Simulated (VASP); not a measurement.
# TiO (Pm-3m) in VASP: single point with r2SCAN

Aim: the single point of TiO with r2SCAN.

All numbers are computed with VASP 6.6.1; they aren't measurements. Logs are shortened: lines on timing, memory, paths and dates and some standing lists are left out, and cuts for length are marked.

## (1) The cell of the first run

It takes space group Pm-3m (No. 221, cubic). Conventional cell: a = 4.087 Å, b = 4.087 Å, c = 4.087 Å, α = 90.00°, β = 90.00°, γ = 90.00°. Within 2.7 Å of Ti (site symmetry 4/mmm) lie 4 O at 2.04 Å. Within 2.7 Å of O (site symmetry 4/mmm) lie 4 Ti at 2.04 Å.

## (2) Single point, r2SCAN

The input, POSCAR:

```
TiO
1.0
    4.0866680000      0.0000000000      0.0000000000
    0.0000000000      4.0866680000      0.0000000000
    0.0000000000      0.0000000000      4.0866680000
Ti O
3 3
Direct
    0.5000000000      0.5000000000      0.0000000000
    0.0000000000      0.5000000000      0.5000000000
    0.5000000000      0.0000000000      0.5000000000
    0.0000000000      0.5000000000      0.0000000000
    0.5000000000      0.0000000000      0.0000000000
    0.0000000000      0.0000000000      0.5000000000
```

The input, INCAR.step1:

```
ALGO = Normal
EDIFF = 1E-4
ENCUT = 520
GGA = PE
ISMEAR = 0
LASPH = True
LCHARG = False
LREAL = False
LWAVE = True
NBANDS = 36
NELM = 60
PREC = Accurate
SIGMA = 0.1
```

The input, INCAR.step2:

```
ALGO = Normal
EDIFF = 1E-7
ENCUT = 520
ISIF = 2
ISMEAR = 0
ISTART = 1
LASPH = True
LCHARG = False
LMIXTAU = True
LREAL = False
LWAVE = False
METAGGA = R2SCAN
NBANDS = 36
NELM = 60
PREC = Accurate
SIGMA = 0.1
```

The input, KPOINTS:

```
k-points
0
Gamma
  10 10 10
```

Potentials or basis: VASP PAW PBE potentials, release 64 (Ti_sv, O).

Run with:

```
$ cat potpaw_PBE.64/Ti_sv/POTCAR potpaw_PBE.64/O/POTCAR > POTCAR
$ cp INCAR.step1 INCAR
$ mpirun -np 1 vasp_std > vasp.out
$ cp INCAR.step2 INCAR
$ mpirun -np 1 vasp_std > vasp.out
```

OUTCAR:

```text
EDIFF = 1E-7
   ENCUT = 520
   ISIF = 2
   ISMEAR = 0
   ISTART = 1
   LASPH = True
   LREAL = False
   METAGGA = R2SCAN
   NELM = 60
   PREC = Accurate

 ion  position               nearest neighbor table
   1  0.500  0.500  0.000-   4 2.04   5 2.04   5 2.04   4 2.04   2 2.89   3 2.89   3 2.89   2 2.89
                             3 2.89   2 2.89   3 2.89   2 2.89
   2  0.000  0.500  0.500-   4 2.04   6 2.04   4 2.04   6 2.04   1 2.89   1 2.89   3 2.89   3 2.89
                             1 2.89   3 2.89   1 2.89   3 2.89
   3  0.500  0.000  0.500-   5 2.04   6 2.04   5 2.04   6 2.04   1 2.89   1 2.89   1 2.89   2 2.89
                             1 2.89   2 2.89   2 2.89   2 2.89
   4  0.000  0.500  0.000-   1 2.04   2 2.04   2 2.04   1 2.04
   5  0.500  0.000  0.000-   1 2.04   3 2.04   3 2.04   1 2.04
   6  0.000  0.000  0.500-   2 2.04   3 2.04   2 2.04   3 2.04

  LATTYP: Found a simple cubic cell.
 ALAT       =     4.0866680000

  Lattice vectors:

 A1 = (   4.0866680000,   0.0000000000,   0.0000000000)
 A2 = (   0.0000000000,   4.0866680000,   0.0000000000)
 A3 = (   0.0000000000,   0.0000000000,   4.0866680000)

Analysis of symmetry for initial positions (statically):
=====================================================================
 Subroutine PRICEL returns:
 Original cell was already a primitive cell.

 Routine SETGRP: Setting up the symmetry group for a
 simple cubic supercell.

 Subroutine GETGRP returns: Found 48 space group operations
 (whereof 48 operations were pure point group operations)
 out of a pool of 48 trial point group operations.

The static configuration has the point symmetry O_h .

Analysis of symmetry for dynamics (positions and initial velocities):
=====================================================================
 Subroutine PRICEL returns:
 Original cell was already a primitive cell.

 Routine SETGRP: Setting up the symmetry group for a
 simple cubic supercell.

 Subroutine GETGRP returns: Found 48 space group operations
 (whereof 48 operations were pure point group operations)
 out of a pool of 48 trial point group operations.

The dynamic configuration has the point symmetry O_h .

 Subroutine INISYM returns: Found 48 space group operations
 (whereof 48 operations are pure point group operations),
 and found     1 'primitive' translations

----------------------------------------------------------------------------------------

                                     Primitive cell

  volume of cell :      68.2509

  direct lattice vectors                    reciprocal lattice vectors
     4.086668000  0.000000000  0.000000000     0.244698126  0.000000000  0.000000000
     0.000000000  4.086668000  0.000000000     0.000000000  0.244698126  0.000000000
     0.000000000  0.000000000  4.086668000     0.000000000  0.000000000  0.244698126

  length of vectors
     4.086668000  4.086668000  4.086668000     0.244698126  0.244698126  0.244698126

  position of ions in fractional coordinates (direct lattice)
     0.500000000  0.500000000  0.000000000
     0.000000000  0.500000000  0.500000000
     0.500000000  0.000000000  0.500000000
     0.000000000  0.500000000  0.000000000
     0.500000000  0.000000000  0.000000000
     0.000000000  0.000000000  0.500000000

  ion indices of the primitive-cell ions
   primitive index   ion index
                 1           1
                 2           2
                 3           3
                 4           4
                 5           5
                 6           6

----------------------------------------------------------------------------------------

 KPOINTS: k-points

Automatic generation of k-mesh.
 Grid dimensions read from file:
 generate k-points for:   10   10   10

 Generating k-lattice:

  Cartesian coordinates                     Fractional coordinates (reciprocal lattice)
     0.024469813  0.000000000  0.000000000     0.100000000  0.000000000  0.000000000
     0.000000000  0.024469813  0.000000000     0.000000000  0.100000000  0.000000000
     0.000000000  0.000000000  0.024469813     0.000000000  0.000000000  0.100000000

  Length of vectors
     0.024469813  0.024469813  0.024469813

  Shift w.r.t. Gamma in fractional coordinates (k-lattice)
     0.000000000  0.000000000  0.000000000

 Subroutine IBZKPT returns following result:
 ===========================================

 Found     56 irreducible k-points:

 Following reciprocal coordinates:
            Coordinates               Weight
  0.000000  0.000000  0.000000      1.000000
  0.100000  0.000000  0.000000      6.000000
  0.200000  0.000000  0.000000      6.000000
  0.300000  0.000000  0.000000      6.000000
  0.400000  0.000000  0.000000      6.000000
  0.500000  0.000000  0.000000      3.000000
[... 16 lines left out ...]
  0.200000  0.100000  0.100000     24.000000
  0.300000  0.100000  0.100000     24.000000
 [... further k-points ...]
   k-points           NKPTS =     56   k-points in BZ     NKDIM =     56   number of bands    NBANDS=     36
   number of dos      NEDOS =    301   number of ions     NIONS =      6
   total plane-waves  NPLWV =  27000
   dimension x,y,z NGX =    30 NGY =   30 NGZ =   30
   dimension x,y,z NGXF=    60 NGYF=   60 NGZF=   60
   ions per type =               3   3
   NGX,Y,Z   is equivalent  to a cutoff of  12.20, 12.20, 12.20 a.u.
   NGXF,Y,Z  is equivalent  to a cutoff of  24.41, 24.41, 24.41 a.u.
 SYSTEM =  unknown system
   PREC   = accura    normal or accurate (medium, high low for compatibility)
   ISTART =      1    job   : 0-new  1-cont  2-samecut
   ICHARG =      0    charge: 1-file 2-atom 10-const
   ISPIN  =      1    spin polarized calculation?
   LNONCOLLINEAR =      F non collinear calculations
   LSORBIT =      F    spin-orbit coupling
   LASPH  =      T    aspherical Exc in radial PAW
   ENCUT  =  520.0 eV  38.22 Ry    6.18 a.u.   7.60  7.60  7.60*2*pi/ulx,y,z
   NELM   =     60;   NELMIN=  2; NELMDL=  0     # of ELM steps
   EDIFF  = 0.1E-06   stopping-criterion for ELM
   LREAL  =      F    real-space projection
   EDIFFG = 0.1E-05   stopping-criterion for IOM
   NSW    =      0    number of steps for IOM
   IBRION =     -1    ionic relax: 0-MD 1-quasi-New 2-CG
   NFREE  =      0    steps in history (QN), initial steepest desc. (CG)
   ISIF   =      2    stress and relaxation
   ISYM   =      2    0-nonsym 1-usesym 2-fastsym
   POTIM  = 0.5000    time-step for ionic-motion
   TEBEG  =    0.0;   TEEND  =   0.0 temperature during run
   PSTRESS=    0.0 pullay stress
   NELECT =      54.0000    total number of electrons
   NUPDOWN=      -1.0000    fix difference up-down
   EMIN   =  10.00;   EMAX   =-10.00  energy-range for DOS
   EFERMI =   0.00;   METHOD = LEGACY
   ISMEAR =     0;   SIGMA  =   0.10  broadening in eV -4-tet -1-fermi 0-gaus
   EFERMI_NEDOS =   21; number of points for ismear=-14 and -15
   IALGO  =     38    algorithm
   IMIX   =      4    mixing-type and parameters
     AMIX     =   0.40;   BMIX     =  1.00
     AMIX_MAG =   1.60;   BMIX_MAG =  1.00
  volume/ion in A,a.u.               =      11.38        76.76
  Fermi-wavevector in a.u.,A,eV,Ry     =   1.514154  2.861336 31.193567  2.292662
  Thomas-Fermi vector in A             =   2.623850
   LORBIT       =      0    0 simple, 1 ext, 2 COOP (PROOUT), +10 PAW based schemes
   METAGGA = R2SCAN    functional components
   LHFCALC =     F    Hartree Fock is set to
   AEXX    =    0.0000 exact exchange contribution
   IVDW    =     0    specifies the selected vdW correction
   LEPSILON=     F    determine dielectric tensor
   LRPA    =     F    only Hartree local field effects (RPA)
 non-spin polarized calculation
 Gauss-broadening in eV      SIGMA  =   0.10
  energy-cutoff  :      520.00
  volume of cell :       68.25
 maximum number of plane-waves:      1863
   NGX = 15   NGY = 15   NGZ = 15

 number of electron      54.0000008 magnetization

 Free energy of the ion-electron system (eV)
  ---------------------------------------------------
  ext. energy  EPLUGINS =         0.00000000
  ---------------------------------------------------
  free energy    TOTEN  =       -72.78985420 eV

  energy without entropy =      -72.76333681  energy(sigma->0) =      -72.77659551

 E-fermi :   8.0616     XC(G=0): -12.5948

 val. band max:        8.0454984774   @ k =   0.4000   0.4000   0.4000
 cond. band min:       8.0623332262   @ k =   0.4000   0.3000   0.2000
 fundamental gap:      0.0168347488
 Fermi energy:         8.0616182282

 k-point     1 :       0.0000    0.0000    0.0000
  band No.  band energies     occupation
      1     -51.5892      2.00000
      2     -51.4468      2.00000
      3     -51.4468      2.00000
      4     -27.0251      2.00000
      5     -27.0251      2.00000
      6     -27.0251      2.00000
[... 28 lines left out ...]
     35      11.5758      0.00000
     36      11.5759      0.00000

 k-point     2 :       0.1000    0.0000    0.0000
  band No.  band energies     occupation
      1     -51.5860      2.00000
      2     -51.4499      2.00000
      3     -51.4467      2.00000
      4     -27.0211      2.00000
      5     -27.0188      2.00000
      6     -27.0188      2.00000
[... 28 lines left out ...]
     35      11.5005      0.00000
     36      11.5251      0.00000

 k-point     3 :       0.2000    0.0000    0.0000
  band No.  band energies     occupation
      1     -51.5771      2.00000
      2     -51.4586      2.00000
      3     -51.4464      2.00000
      4     -27.0099      2.00000
      5     -27.0011      2.00000
      6     -27.0011      2.00000
[... 28 lines left out ...]
     35      11.1750      0.00000
     36      11.1750      0.00000

 k-point     4 :       0.3000    0.0000    0.0000
  band No.  band energies     occupation
      1     -51.5637      2.00000
      2     -51.4718      2.00000
      3     -51.4461      2.00000
      4     -26.9942      2.00000
      5     -26.9755      2.00000
      6     -26.9755      2.00000
[... 28 lines left out ...]
     35      10.8228      0.00000
     36      10.8932      0.00000

 k-point     5 :       0.4000    0.0000    0.0000
  band No.  band energies     occupation
      1     -51.5490      2.00000
      2     -51.4864      2.00000
      3     -51.4459      2.00000
      4     -26.9795      2.00000
      5     -26.9490      2.00000
      6     -26.9490      2.00000
[... 655 lines left out ...]
 k-point    22 :       0.1000    0.1000    0.1000
  band No.  band energies     occupation
      1     -51.5800      2.00000
      2     -51.4511      2.00000
      3     -51.4511      2.00000
      4     -27.0402      2.00000
      5     -26.9973      2.00000
      6     -26.9973      2.00000
[... 28 lines left out ...]
     35      11.3748      0.00000
     36      11.3748      0.00000

 k-point    23 :       0.2000    0.1000    0.1000
  band No.  band energies     occupation
      1     -51.5714      2.00000
      2     -51.4595      2.00000
      3     -51.4509      2.00000
      4     -27.0457      2.00000
      5     -26.9882      2.00000
      6     -26.9755      2.00000
[... 28 lines left out ...]
     35      11.2386      0.00000
     36      11.3334      0.00000

 k-point    24 :       0.3000    0.1000    0.1000
  band No.  band energies     occupation
      1     -51.5585      2.00000
      2     -51.4722      2.00000
      3     -51.4506      2.00000
      4     -27.0422      2.00000
      5     -26.9789      2.00000
      6     -26.9611      2.00000
[... 28 lines left out ...]
     35      11.1263      0.00000
     36      11.2275      0.00000

 [... further k-points ...]

------------------------ aborting loop because EDIFF is reached ----------------------------------------

  FORCE on cell =-STRESS in cart. coord.  units (eV):
  Direction    XX          YY          ZZ          XY          YZ          ZX
  --------------------------------------------------------------------------------------
  -------------------------------------------------------------------------------------
  Total       -1.5582233     -1.5582233     -1.5582233     -0.0000000      0.0000000     -0.0000000
  in kB      -36.5790305    -36.5790305    -36.5790305     -0.0000000      0.0000000     -0.0000000
  external PRESSURE =     -36.5790305 kB  Pullay stress =       0.0000000 kB

 VOLUME and BASIS-vectors are now :
 -----------------------------------------------------------------------------
  energy-cutoff  :      520.00
  volume of cell :       68.25
      direct lattice vectors                 reciprocal lattice vectors
     4.086668000  0.000000000  0.000000000     0.244698126  0.000000000  0.000000000
     0.000000000  4.086668000  0.000000000     0.000000000  0.244698126  0.000000000
     0.000000000  0.000000000  4.086668000     0.000000000  0.000000000  0.244698126

 POSITION                                       TOTAL-FORCE (eV/Angst)
 -----------------------------------------------------------------------------------
      2.04333      2.04333      0.00000         0.000000      0.000000      0.000000
      0.00000      2.04333      2.04333         0.000000      0.000000      0.000000
      2.04333      0.00000      2.04333         0.000000      0.000000      0.000000
      0.00000      2.04333      0.00000         0.000000      0.000000      0.000000
      2.04333      0.00000      0.00000         0.000000      0.000000      0.000000
      0.00000      0.00000      2.04333         0.000000      0.000000      0.000000
 -----------------------------------------------------------------------------------
    total drift:                                0.000000      0.000000     -0.000000

  FREE ENERGIE OF THE ION-ELECTRON SYSTEM (eV)
  ---------------------------------------------------
  free  energy   TOTEN  =       -72.7898542043 eV

  energy  without entropy=      -72.7633368149  energy(sigma->0) =      -72.77659551
```

Wall time 14 min (1 thread of Intel Xeon 8259CL, shared host); peak memory 0.24 GiB.

Results:

```yaml
Free_energy: -72.7899 eV
Pressure: -3.7 GPa
Band_gap_on_the_k_mesh: zero (bands 27 and 28 overlap by 1.87 eV)
```

Levels at points of the mesh, in eV from the Fermi level:
```
           k point  band 23  band 24  band 25  band 26  band 27  band 28  band 29  band 30  band 31  band 32
(0.00, 0.00, 0.00)    -3.27    -3.27    -3.27    -1.44    -1.44    -1.44     1.52     1.52     1.52     2.23
(0.50, 0.00, 0.00)    -3.90    -3.90    -2.90    -1.08     0.43     0.43     0.99     1.33     1.65     1.65
(0.50, 0.50, 0.00)    -5.07    -2.80    -1.58    -0.75    -0.02    -0.02     1.95     2.03     2.03     2.14
(0.50, 0.50, 0.50)    -3.19    -3.19    -0.68    -0.68    -0.68     0.27     2.70     2.70     2.70     2.94
```

Caveat: the cell stands under tension; the PAW data sets were made with another functional, which shifts forces and pressure a little; semilocal functionals often make such compounds metallic where correlation or magnetic order opens a gap, which also shifts bond lengths.
